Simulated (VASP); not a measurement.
# Si2Ge (P-3m1) in VASP: notebook, part 2 of 3

VASP 6.6.1.

## Step 3: Single point, PBE

This run uses another cell than the first one, of 17.06 Å³/atom, 1.030 times its volume.

The input, INCAR:

```
SYSTEM = Si2Ge
PREC = Accurate
ENCUT = 520
EDIFF = 1E-7
ISMEAR = 0
SIGMA = 0.1
LREAL = .FALSE.
LASPH = .TRUE.
NELM = 100
ALGO = Normal
ISIF = 2
LWAVE = .FALSE.
LCHARG = .FALSE.
GGA = PE
NBANDS = 18
```

The input, KPOINTS:

```
Automatic mesh
0
G
  6 6 4
  0 0 0
```

The input, POSCAR:

```
Si2Ge
1.0
    2.9724979684      0.0000000000      0.0000000000
   -1.4862489842      2.5742587534      0.0000000000
    0.0000000000      0.0000000000      6.6878095320
Si Ge
2 1
Direct
    0.3333333333      0.6666666667      0.6350763038
    0.6666666667      0.3333333333      0.3649236962
    0.0000000000      0.0000000000      0.0000000000
```

Potentials or basis: VASP PAW PBE potentials, release 64 (Si, Ge_d).

Run with:

```sh
$ cat potpaw_PBE.64/Si/POTCAR potpaw_PBE.64/Ge_d/POTCAR > POTCAR
$ mpirun -np 1 vasp_std > vasp.out
```

Wall time 23 s (1 thread of AMD EPYC 7R43 (Zen 3), shared host); peak memory 0.14 GiB.

It converged, with:

- Free energy: -13.8436 eV
- Pressure: -0.1 GPa
- Largest force: 0.003 eV/Å
- Band gap on the k mesh: zero (band 11 reaches 13.41 eV, above the bottom of band 12 at 5.99 eV)

Forces in eV/Å, atoms in the order of the input:
```
Si   0.000  0.000  0.003
Si   0.000  0.000 -0.003
Ge   0.000  0.000  0.000
```

Levels at points of the mesh, in eV from the Fermi level:
```csv
k point,band 7,band 8,band 9,band 10,band 11,band 12,band 13,band 14,band 15,band 16
"(0.00, 0.00, 0.00)",-10.90,-9.00,-0.65,0.12,5.48,5.48,6.79,6.79,8.80,8.80
"(0.50, 0.00, 0.00)",-8.04,-5.72,-4.67,-3.56,-3.56,1.54,3.59,4.17,4.38,4.44
"(0.00, 0.00, 0.50)",-12.25,-6.16,-5.35,5.48,5.48,5.58,7.24,7.48,7.48,7.58
"(0.50, 0.00, 0.50)",-7.41,-7.13,-5.77,-1.07,-0.85,-0.18,0.53,1.77,3.40,4.65
```

Caveat: the k points lie up to 0.41 Å⁻¹ apart.

## Step 4: Relaxation of cell and atoms, PBE

The input, INCAR:

```
PREC     = Accurate       # precision mode
ENCUT    = 600            # plane-wave cutoff, eV
EDIFF    = 1E-6           # SCF threshold, eV
ISMEAR   = 0              # smearing method
SIGMA    = 0.1            # smearing width, eV
LREAL    = False          # projectors in reciprocal space
LASPH    = True           # aspherical terms in the spheres
NELM     = 100            # most SCF steps
ALGO     = Normal         # electronic algorithm
ISIF     = 3              # what is computed and relaxed
LWAVE    = False          # write WAVECAR
LCHARG   = False          # write CHGCAR
GGA      = PE             # functional
IBRION   = 2              # ionic algorithm
NSW      = 90             # ionic steps
EDIFFG   = -0.04          # ionic threshold
```

The input, KPOINTS:

```
regular mesh
0
Gamma
  6 6 4
```

The input, POSCAR:

```
Si2Ge
1.0
    2.8609793400      0.0000000000      0.0000000000
   -1.4304896700      2.4776807900      0.0000000000
    0.0000000000      0.0000000000      7.0079395400
Si Ge
2 1
Direct
    0.3333333300      0.6666666700      0.6666666700
    0.6666666700      0.3333333300      0.3333333300
    0.0000000000      0.0000000000      0.0000000000
```

Potentials or basis: VASP PAW PBE potentials, release 64 (Si, Ge_d).

Run with:

```sh
$ cat potpaw_PBE.64/Si/POTCAR potpaw_PBE.64/Ge_d/POTCAR > POTCAR
$ mpirun -np 1 vasp_std > vasp.out
```

OUTCAR:

```text
PREC = Accurate
   ENCUT = 600
   EDIFF = 1E-6
   ISMEAR = 0
   LREAL = False
   LASPH = True
   NELM = 100
   ISIF = 3
   GGA = PE
   IBRION = 2
   NSW = 90
   EDIFFG = -0.04

 ion  position               nearest neighbor table
   1  0.333  0.667  0.667-   3 2.86   3 2.86   3 2.86   2 2.86   2 2.86   2 2.86
   2  0.667  0.333  0.333-   3 2.86   3 2.86   3 2.86   1 2.86   1 2.86   1 2.86
   3  0.000  0.000  0.000-   1 2.86   2 2.86   2 2.86   1 2.86   2 2.86   1 2.86

  LATTYP: Found a hexagonal cell.
 ALAT       =     2.8609793400
 C/A-ratio  =     2.4494897401

  Lattice vectors:

 A1 = (   2.8609793400,   0.0000000000,   0.0000000000)
 A2 = (  -1.4304896700,   2.4776807900,   0.0000000000)
 A3 = (   0.0000000000,   0.0000000000,   7.0079395400)

Analysis of symmetry for initial positions (statically):
=====================================================================
 Subroutine PRICEL returns:
 Original cell was already a primitive cell.

 Routine SETGRP: Setting up the symmetry group for a
 hexagonal supercell.

 Subroutine GETGRP returns: Found 12 space group operations
 (whereof 12 operations were pure point group operations)
 out of a pool of 24 trial point group operations.

The static configuration has the point symmetry D_3d.

Analysis of symmetry for dynamics (positions and initial velocities):
=====================================================================
 Subroutine PRICEL returns:
 Original cell was already a primitive cell.

 Routine SETGRP: Setting up the symmetry group for a
 hexagonal supercell.

 Subroutine GETGRP returns: Found 12 space group operations
 (whereof 12 operations were pure point group operations)
 out of a pool of 24 trial point group operations.

The dynamic configuration has the point symmetry D_3d.

 Subroutine INISYM returns: Found 12 space group operations
 (whereof 12 operations are pure point group operations),
 and found     1 'primitive' translations

----------------------------------------------------------------------------------------

                                     Primitive cell

  volume of cell :      49.6764

  direct lattice vectors                    reciprocal lattice vectors
     2.860979340  0.000000000  0.000000000     0.349530661  0.201801621  0.000000000
    -1.430489670  2.477680790  0.000000000     0.000000000  0.403603242  0.000000000
     0.000000000  0.000000000  7.007939540     0.000000000  0.000000000  0.142695295

  length of vectors
     2.860979340  2.860979342  7.007939540     0.403603242  0.403603242  0.142695295

  position of ions in fractional coordinates (direct lattice)
     0.333333330  0.666666670  0.666666670
     0.666666670  0.333333330  0.333333330
     0.000000000  0.000000000  0.000000000

  ion indices of the primitive-cell ions
   primitive index   ion index
                 1           1
                 2           2
                 3           3

----------------------------------------------------------------------------------------

 KPOINTS: regular mesh

Automatic generation of k-mesh.
 Grid dimensions read from file:
 generate k-points for:    6    6    4
[... 26 lines left out ...]
  0.333333  0.166667  0.000000     12.000000
[... 16 lines left out ...]
  0.333333  0.166667  0.500000     12.000000
  0.333333  0.333333  0.500000      2.000000
   k-points           NKPTS =     24   k-points in BZ     NKDIM =     24   number of bands    NBANDS=     15
   number of dos      NEDOS =    301   number of ions     NIONS =      3
   total plane-waves  NPLWV =  32256
   dimension x,y,z NGX =    24 NGY =   24 NGZ =   56
   dimension x,y,z NGXF=    48 NGYF=   48 NGZF=  112
   ions per type =               2   1
   NGX,Y,Z   is equivalent  to a cutoff of  13.95, 13.95, 13.28 a.u.
   NGXF,Y,Z  is equivalent  to a cutoff of  27.89, 27.89, 26.57 a.u.
 SYSTEM =  unknown system
   PREC   = accura    normal or accurate (medium, high low for compatibility)
   ISTART =      0    job   : 0-new  1-cont  2-samecut
   ICHARG =      2    charge: 1-file 2-atom 10-const
   ISPIN  =      1    spin polarized calculation?
   LNONCOLLINEAR =      F non collinear calculations
   LSORBIT =      F    spin-orbit coupling
   LASPH  =      T    aspherical Exc in radial PAW
   ENCUT  =  600.0 eV  44.10 Ry    6.64 a.u.   5.71  5.71 14.00*2*pi/ulx,y,z
   NELM   =    100;   NELMIN=  2; NELMDL= -5     # of ELM steps
   EDIFF  = 0.1E-05   stopping-criterion for ELM
   LREAL  =      F    real-space projection
   EDIFFG = -.4E-01   stopping-criterion for IOM
   NSW    =     90    number of steps for IOM
   IBRION =      2    ionic relax: 0-MD 1-quasi-New 2-CG
   NFREE  =      1    steps in history (QN), initial steepest desc. (CG)
   ISIF   =      3    stress and relaxation
   ISYM   =      2    0-nonsym 1-usesym 2-fastsym
   POTIM  = 0.5000    time-step for ionic-motion
   TEBEG  =    0.0;   TEEND  =   0.0 temperature during run
   PSTRESS=    0.0 pullay stress
   NELECT =      22.0000    total number of electrons
   NUPDOWN=      -1.0000    fix difference up-down
   EMIN   =  10.00;   EMAX   =-10.00  energy-range for DOS
   EFERMI =   0.00;   METHOD = LEGACY
   ISMEAR =     0;   SIGMA  =   0.10  broadening in eV -4-tet -1-fermi 0-gaus
   EFERMI_NEDOS =   21; number of points for ismear=-14 and -15
   IALGO  =     38    algorithm
   IMIX   =      4    mixing-type and parameters
     AMIX     =   0.40;   BMIX     =  1.00
     AMIX_MAG =   1.60;   BMIX_MAG =  1.00
  volume/ion in A,a.u.               =      16.56       111.74
  Fermi-wavevector in a.u.,A,eV,Ry     =   1.247859  2.358112 21.186347  1.557153
  Thomas-Fermi vector in A             =   2.381972
   LORBIT       =      0    0 simple, 1 ext, 2 COOP (PROOUT), +10 PAW based schemes
   GGA     = PE    functional components
   LHFCALC =     F    Hartree Fock is set to
   AEXX    =    0.0000 exact exchange contribution
   IVDW    =     0    specifies the selected vdW correction
   LEPSILON=     F    determine dielectric tensor
   LRPA    =     F    only Hartree local field effects (RPA)
 conjugate gradient relaxation of ions
 non-spin polarized calculation
 Gauss-broadening in eV      SIGMA  =   0.10
  energy-cutoff  :      600.00
  volume of cell :       49.68
 maximum number of plane-waves:      1676
 NGX is ok and might be reduce to    24
   NGX = 11   NGY = 11   NGZ = 27

--------------------------------------- Ionic step        1  -------------------------------------------

 number of electron      21.9999999 magnetization

 Free energy of the ion-electron system (eV)
  ---------------------------------------------------
  ext. energy  EPLUGINS =         0.00000000
  ---------------------------------------------------
  free energy    TOTEN  =       -13.50485934 eV

  energy without entropy =      -13.48966502  energy(sigma->0) =      -13.49726218

------------------------ aborting loop because EDIFF is reached ----------------------------------------

  FORCE on cell =-STRESS in cart. coord.  units (eV):
  Direction    XX          YY          ZZ          XY          YZ          ZX
  --------------------------------------------------------------------------------------
  -------------------------------------------------------------------------------------
  Total       -0.1655729     -0.1655729     -0.1919109      0.0000000      0.0000000      0.0000000
  in kB       -5.3401006     -5.3401006     -6.1895590      0.0000000      0.0000000      0.0000000
  external PRESSURE =      -5.6232534 kB  Pullay stress =       0.0000000 kB
[... 92 lines left out ...]
  FREE ENERGIE OF THE ION-ELECTRON SYSTEM (eV)
  ---------------------------------------------------
  free  energy   TOTEN  =       -13.6106592730 eV

  energy  without entropy=      -13.5912614852  energy(sigma->0) =      -13.60096038

[... ionic steps 4 to 22 ...]

--------------------------------------- Ionic step       23  -------------------------------------------

 number of electron      21.9999994 magnetization

------------------------ aborting loop because EDIFF is reached ----------------------------------------
[... 69 lines left out ...]
--------------------------------------- Ionic step       25  -------------------------------------------

 number of electron      21.9999994 magnetization

 Free energy of the ion-electron system (eV)
  ---------------------------------------------------
  ext. energy  EPLUGINS =         0.00000000
  ---------------------------------------------------
  free energy    TOTEN  =       -13.84369472 eV

  energy without entropy =      -13.84069175  energy(sigma->0) =      -13.84219323

 E-fermi :   7.9744     XC(G=0): -10.9328

 val. band max:        7.9223599567   @ k =   0.1667   0.1667   0.5000
 cond. band min:       8.0704969610   @ k =   0.0000   0.0000   0.0000
 fundamental gap:      0.1481370043
 Fermi energy:         7.9744083556

 k-point     1 :       0.0000    0.0000    0.0000
  band No.  band energies     occupation
      1     -16.9580      2.00000
      2     -16.9573      2.00000
      3     -16.9573      2.00000
      4     -16.8934      2.00000
      5     -16.8934      2.00000
      6      -5.4819      2.00000
      7      -2.9505      2.00000
      8      -1.0603      2.00000
      9       7.3065      2.00000
     10       8.0705      0.17418
     11      13.4931      0.00000
     12      13.4931      0.00000
     13      14.7909      0.00000
     14      14.7909      0.00000
[... 443 lines left out ...]
  FREE ENERGIE OF THE ION-ELECTRON SYSTEM (eV)
  ---------------------------------------------------
  free  energy   TOTEN  =       -13.8436947177 eV

  energy  without entropy=      -13.8406917482  energy(sigma->0) =      -13.84219323

 reached required accuracy - stopping structural energy minimisation
```

It took 4.4 min on 1 thread of AMD EPYC 7R43 (Zen 3), shared host; peak memory 0.16 GiB.

Results:

```yaml
Free_energy: -13.8437 eV
Relaxed_volume: 17.00 Å³/atom
Relaxed_cell: a = 2.968 Å, b = 2.968 Å, c = 6.685 Å, α = 90.00°, β = 90.00°, γ = 120.00°
Space_group_after_relaxing_to_0.05_Å: P-3m1 (No. 164)
Energy_gained_by_relaxing: 112.9 meV/atom
Ionic_steps: 25
Pressure_after_relaxing: 0.2 GPa
Band_gap_on_the_k_mesh: zero (band 11 reaches 13.49 eV, above the bottom of band 12 at 6.02 eV)
```

Stress tensor (GPa, compression positive):
```
0.21 0.00 0.00
0.00 0.21 0.00
0.00 0.00 0.03
```

The path:
| step | energy change (eV) | largest force (eV/Å) | pressure (GPa) | volume (Å³) |
| --- | --- | --- | --- | --- |
| 1 | 0.0000 | 0.5372 | -0.56 | 49.68 |
| 2 | -0.0288 | 0.5368 | -0.18 | 49.26 |
| 3 | -0.1058 | 0.6028 | 2.36 | 48.02 |
| 4 | -0.0508 | 1.0809 | 12.35 | 45.61 |
| 5 | -0.1379 | 0.6582 | 4.01 | 47.46 |
| 6 | -0.1592 | 0.1024 | 7.66 | 46.53 |
| 7 | -0.1626 | 0.3778 | 6.40 | 46.85 |
| 8 | -0.1706 | 0.3020 | 6.42 | 46.89 |
| 9 | -0.1879 | 0.0575 | 7.03 | 47.02 |
| 10 | -0.1826 | 0.6400 | 7.77 | 47.29 |
| 11 | -0.1933 | 0.1958 | 7.17 | 47.13 |
| 12 | -0.2094 | 0.1866 | 6.83 | 47.47 |
| 13 | -0.2485 | 0.1589 | 4.59 | 48.52 |
| 14 | -0.2908 | 0.0781 | 1.18 | 50.67 |
| 15 | -0.2673 | 0.1105 | -4.08 | 55.13 |
| 16 | -0.2985 | 0.0034 | -0.78 | 52.11 |
| 17 | -0.3068 | 0.0105 | -0.85 | 52.14 |
| 18 | -0.3288 | 0.0929 | -0.98 | 52.22 |
| 19 | -0.3133 | 0.4646 | -1.10 | 52.33 |
| 20 | -0.3317 | 0.1719 | -1.02 | 52.27 |
| 21 | -0.3319 | 0.1524 | -0.98 | 52.26 |
| 22 | -0.3349 | 0.1473 | -0.58 | 51.87 |
| 23 | -0.3374 | 0.1350 | 0.46 | 50.98 |
| 24 | -0.3387 | 0.0436 | 0.27 | 50.99 |
| 25 | -0.3388 | 0.0012 | 0.15 | 51.00 |

Final structure:
```
Si Ge
1.0
     2.96790    0.00000    0.00000
    -1.48395    2.57028    0.00000
     0.00000    0.00000    6.68499
Si Ge
2 1
Direct
  0.33333 0.66667 0.63527
  0.66667 0.33333 0.36473
  0.00000 0.00000 0.00000
```

Caveat: the k points lie up to 0.41 Å⁻¹ apart in the final cell.

(Continued in part 3 of 3.)
